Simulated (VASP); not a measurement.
# Os (Fm-3m) in VASP: a series of runs, part 2 of 2

VASP 6.6.1. The steps go on from the part before.

## (5) Relaxation of cell and atoms, r2SCAN

This run uses another cell than the first one, of 13.99 Å³/atom.

POSCAR

```
Os
1.0
    0.0000000000      1.9125401025      1.9125401025
    1.9125401025      0.0000000000      1.9125401025
    1.9125401025      1.9125401025      0.0000000000
Os
1
Direct
    0.0000000000      0.0000000000      0.0000000000
```

INCAR.step1

```
SYSTEM = Os
ALGO = Normal
EDIFF = 1E-4
ENCUT = 600
GGA = PE
ISMEAR = -1
LASPH = .TRUE.
LCHARG = .FALSE.
LREAL = .FALSE.
LWAVE = .TRUE.
NELM = 80
PREC = Accurate
SIGMA = 0.1
```

INCAR.step2

```
SYSTEM = Os
ALGO = Normal
EDIFF = 1E-6
EDIFFG = -0.01
ENCUT = 600
IBRION = 2
ISIF = 3
ISMEAR = -1
ISTART = 1
LASPH = .TRUE.
LCHARG = .FALSE.
LMIXTAU = .TRUE.
LREAL = .FALSE.
LWAVE = .FALSE.
METAGGA = R2SCAN
NELM = 80
NSW = 80
PREC = Accurate
SIGMA = 0.1
```

KPOINTS

```
k-points
0
G
  14 14 14
  0 0 0
```

Potentials or basis: VASP PAW PBE potentials, release 64 (Os).

Started as:

```sh
cat potpaw_PBE.64/Os/POTCAR > POTCAR
cp INCAR.step1 INCAR
mpirun -np 1 vasp_std > vasp.out
cp INCAR.step2 INCAR
mpirun -np 1 vasp_std > vasp.out
```

OUTCAR:

```text
SYSTEM = Os
   EDIFF = 1E-6
   EDIFFG = -0.01
   ENCUT = 600
   IBRION = 2
   ISIF = 3
   ISMEAR = -1
   ISTART = 1
   LASPH = .TRUE.
   LREAL = .FALSE.
   METAGGA = R2SCAN
   NELM = 80
   NSW = 80
   PREC = Accurate

 ion  position               nearest neighbor table
   1  0.000  0.000  0.000-

  LATTYP: Found a face centered cubic cell.
 ALAT       =     3.8250802050

  Lattice vectors:

 A1 = (   0.0000000000,   1.9125401025,   1.9125401025)
 A2 = (   1.9125401025,   0.0000000000,   1.9125401025)
 A3 = (   1.9125401025,   1.9125401025,   0.0000000000)

Analysis of symmetry for initial positions (statically):
=====================================================================
 Subroutine PRICEL returns:
 Original cell was already a primitive cell.

 Routine SETGRP: Setting up the symmetry group for a
 face centered cubic supercell.

 Subroutine GETGRP returns: Found 48 space group operations
 (whereof 48 operations were pure point group operations)
 out of a pool of 48 trial point group operations.

The static configuration has the point symmetry O_h .

Analysis of symmetry for dynamics (positions and initial velocities):
=====================================================================
 Subroutine PRICEL returns:
 Original cell was already a primitive cell.

 Routine SETGRP: Setting up the symmetry group for a
 face centered cubic supercell.

 Subroutine GETGRP returns: Found 48 space group operations
 (whereof 48 operations were pure point group operations)
 out of a pool of 48 trial point group operations.

The dynamic configuration has the point symmetry O_h .

 Subroutine INISYM returns: Found 48 space group operations
 (whereof 48 operations are pure point group operations),
 and found     1 'primitive' translations

[... 121 lines left out ...]
   LEPSILON=     F    determine dielectric tensor
   LRPA    =     F    only Hartree local field effects (RPA)
 conjugate gradient relaxation of ions
 non-spin polarized calculation
  energy-cutoff  :      600.00
  volume of cell :       13.99
 maximum number of plane-waves:       489
 NGX is ok and might be reduce to    24
   NGX = 11   NGY = 11   NGZ = 11

--------------------------------------- Ionic step        1  -------------------------------------------

 number of electron       8.0000000 magnetization

 Free energy of the ion-electron system (eV)
  ---------------------------------------------------
  ext. energy  EPLUGINS =         0.00000000
  ---------------------------------------------------
  free energy    TOTEN  =       -52.85955041 eV

  energy without entropy =      -52.82824456  energy(sigma->0) =      -52.84389749

------------------------ aborting loop because EDIFF is reached ----------------------------------------

  FORCE on cell =-STRESS in cart. coord.  units (eV):
  Direction    XX          YY          ZZ          XY          YZ          ZX
  --------------------------------------------------------------------------------------
  -------------------------------------------------------------------------------------
  Total        0.3486563      0.3486563      0.3486563     -0.0000000      0.0000000      0.0000000
  in kB       39.9251448     39.9251448     39.9251448     -0.0000000      0.0000000      0.0000000
  external PRESSURE =      39.9251448 kB  Pullay stress =       0.0000000 kB
[... 57 lines left out ...]
--------------------------------------- Ionic step        3  -------------------------------------------

 number of electron       8.0000000 magnetization

 Free energy of the ion-electron system (eV)
  ---------------------------------------------------
  ext. energy  EPLUGINS =         0.00000000
  ---------------------------------------------------
  free energy    TOTEN  =       -52.86110719 eV

  energy without entropy =      -52.82950082  energy(sigma->0) =      -52.84530400

 E-fermi :   8.9553     XC(G=0): -15.3263

 val. band max:        8.9541238745   @ k =   0.3571   0.2857   0.0714
 cond. band min:       8.9623125151   @ k =   0.2143   0.0000   0.0000
 fundamental gap:      0.0081886406
 Fermi energy:         8.9552736303

 k-point     1 :       0.0000    0.0000    0.0000
  band No.  band energies     occupation
      1      -2.2266      2.00000
      2       5.9222      2.00000
      3       5.9222      2.00000
      4       5.9222      2.00000
      5       9.0302      0.64190
      6       9.0302      0.64190
      7      23.9379      0.00000
      8      30.0475      0.00000
[... 243 lines left out ...]
 k-point    24 :       0.2857    0.1429    0.0000
  band No.  band energies     occupation
      1       0.7508      2.00000
      2       4.2920      2.00000
      3       6.2653      2.00000
      4       7.1813      2.00000
      5       8.6923      1.86555
      6      10.1312      0.00002
      7      25.3233      0.00000
      8      28.3933      0.00000

 [... further k-points ...]

------------------------ aborting loop because EDIFF is reached ----------------------------------------

  FORCE on cell =-STRESS in cart. coord.  units (eV):
  Direction    XX          YY          ZZ          XY          YZ          ZX
  --------------------------------------------------------------------------------------
  -------------------------------------------------------------------------------------
  Total       -0.0046510     -0.0046510     -0.0046510      0.0000000      0.0000000     -0.0000000
  in kB       -0.5276896     -0.5276896     -0.5276896      0.0000000      0.0000000     -0.0000000
  external PRESSURE =      -0.5276896 kB  Pullay stress =       0.0000000 kB
[... 16 lines left out ...]
  FREE ENERGIE OF THE ION-ELECTRON SYSTEM (eV)
  ---------------------------------------------------
  free  energy   TOTEN  =       -52.8611071854 eV

  energy  without entropy=      -52.8295008214  energy(sigma->0) =      -52.84530400

 reached required accuracy - stopping structural energy minimisation
```

OUTCAR.step1:

```text
SYSTEM = Os
   EDIFF = 1E-4
   ENCUT = 600
   GGA = PE
   ISMEAR = -1
   LASPH = .TRUE.
   LREAL = .FALSE.
[... 480 lines left out ...]
 -----------------------------------------------------------------------------------
      0.00000      0.00000      0.00000        -0.000000      0.000000     -0.000000
 -----------------------------------------------------------------------------------
    total drift:                                0.000000     -0.000000     -0.000000

  FREE ENERGIE OF THE ION-ELECTRON SYSTEM (eV)
  ---------------------------------------------------
  free  energy   TOTEN  =       -11.1104846266 eV

  energy  without entropy=      -11.0783257639  energy(sigma->0) =      -11.09440520
```

OSZICAR.step1:

```text
N       E                     dE             d eps       ncg     rms          rms(c)
DAV:   1     0.391126705807E+02    0.39113E+02   -0.46938E+03  1680   0.105E+03
DAV:   2    -0.107836053177E+02   -0.49896E+02   -0.48119E+02  1728   0.237E+02
DAV:   3    -0.117915224684E+02   -0.10079E+01   -0.10028E+01  2312   0.334E+01
DAV:   4    -0.117938519551E+02   -0.23295E-02   -0.23286E-02  2304   0.165E+00
DAV:   5    -0.117938541565E+02   -0.22014E-05   -0.22015E-05  2264   0.278E-02    0.165E+01
DAV:   6    -0.112737827114E+02    0.52007E+00   -0.66294E-01  2056   0.739E+00    0.763E+00
DAV:   7    -0.111147043535E+02    0.15908E+00   -0.48995E-01  2104   0.609E+00    0.385E-01
DAV:   8    -0.111117441603E+02    0.29602E-02   -0.13172E-03  1752   0.395E-01    0.260E-01
DAV:   9    -0.111104899098E+02    0.12543E-02   -0.83687E-04  2160   0.370E-01    0.247E-02
DAV:  10    -0.111104846266E+02    0.52832E-05   -0.37460E-06  1008   0.212E-02
   1 F= -.11110485E+02 E0= -.11094405E+02  d E =-.321589E-01
```

Run time: 50 s. Hardware: 1 thread of Intel Xeon 6975P-C (Granite Rapids), shared host; peak memory 0.16 GiB.

Results:

```
Free energy                           : -52.8611 eV
Relaxed volume                        : 14.12 Å³/atom
Relaxed cell                          : a = 2.713 Å, b = 2.713 Å, c = 2.713 Å, α = 60.00°, β = 60.00°, γ = 60.00°
Space group after relaxing (to 0.1 Å) : Fm-3m (No. 225)
Energy gained by relaxing             : 1.6 meV/atom
Ionic steps                           : 3
Pressure after relaxing               : -0.1 GPa
Band gap on the k mesh                : zero (bands 4 and 5 overlap by 3.82 eV)
```

Step by step:
| step | energy change (eV) | largest force (eV/Å) | pressure (GPa) | volume (Å³) |
| --- | --- | --- | --- | --- |
| 1 | 0.0000 | 0.0000 | 3.99 | 13.99 |
| 2 | 0.0288 | 0.0000 | -15.80 | 14.71 |
| 3 | -0.0016 | 0.0000 | -0.05 | 14.12 |

Final structure:
```yaml
crystal:
  lattice:
    - [0.00000, 1.91845, 1.91845]
    - [1.91845, 0.00000, 1.91845]
    - [1.91845, 1.91845, 0.00000]
  atoms:
    - { symbol: Os, position: [0.00000, 0.00000, 0.00000] }
```

Levels at points of the mesh, in eV from the Fermi level:
| k point | band 1 | band 2 | band 3 | band 4 | band 5 | band 6 | band 7 | band 8 |
| --- | --- | --- | --- | --- | --- | --- | --- | --- |
| (0.00, 0.00, 0.00) | -11.18 | -3.03 | -3.03 | -3.03 | 0.07 | 0.07 | 14.98 | 21.09 |
| (0.50, 0.00, 0.00) | -7.92 | -3.21 | -3.21 | -0.21 | 2.56 | 2.56 | 9.42 | 14.55 |
| (0.50, 0.50, 0.00) | -7.79 | -7.07 | 2.44 | 2.49 | 3.27 | 3.27 | 12.86 | 12.89 |

Caveat: the PAW data sets were made with another functional, which shifts forces and pressure a little; spin-orbit coupling is left out, which moves the levels of the heavy elements.

## (6) Summary

| task | cell | k mesh | cutoff (eV) | gap on the mesh (eV) | pressure (GPa) |
| --- | --- | --- | --- | --- | --- |
| single point | a = 2.781 Å, angles 60.0°, 1 atom | 16 × 16 × 16 | 520 | none | -26.7 |
| single point | a = 2.815 Å, angles 60.0°, 1 atom | 16 × 16 × 16 | 520 | none | -36.1 |
| single point | a = 2.711 Å, angles 60.0°, 1 atom | 23 × 23 × 23 | 520 | none | 0.8 |
| relaxation of cell and atoms | relaxed from a = 2.705 Å, angles 60.0°, 1 atom | 14 × 14 × 14 | 600 | none | -0.1 |

Alike in all rows: level r2SCAN; potentials or basis VASP PAW PBE potentials, release 64 (Os); no spin polarisation; smearing fermi-dirac 0.1 eV.

Caveats: the PAW data sets were made with another functional, which shifts forces and pressure a little; spin-orbit coupling is left out, which moves the levels of the heavy elements; the cell stands under tension (at least some runs).

Total energies depend on the potentials used, so only differences within one code and one set of settings carry meaning.
